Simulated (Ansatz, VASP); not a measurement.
## Si: VASP beside Ansatz

```xyz
2
Lattice="0.0000 2.7349 2.7349 2.7349 0.0000 2.7349 2.7349 2.7349 0.0000" Properties=species:S:1:pos:R:3 pbc="T T T"
Si    2.7349    2.7349    2.7349
Si    4.1023    4.1023    4.1023
```

Alike in both runs: task single point; functional PBE; k mesh 10 × 10 × 10; occupations gaussian, width 0.05 eV; no spin polarisation.

|  | VASP | Ansatz |
| --- | --- | --- |
| version | VASP 6.6.1 | Ansatz 0.2.0 |
| potentials or method | VASP PAW PBE potentials, release 64 (Si), cutoff 520 eV | scalar-relativistic, plane waves, PAW |
| valence electrons in the cell | 8 | 8 |

|  | VASP | Ansatz | Ansatz less VASP |
| --- | --- | --- | --- |
| gap on the k mesh at the Fermi level (eV) | 0.62 | 0.62 | -0.002 |
| least direct gap on the mesh (eV) | 2.56 | 2.55 | -0.005 |
| pressure (GPa) | -0.1 | 0.0 | +0.08 |
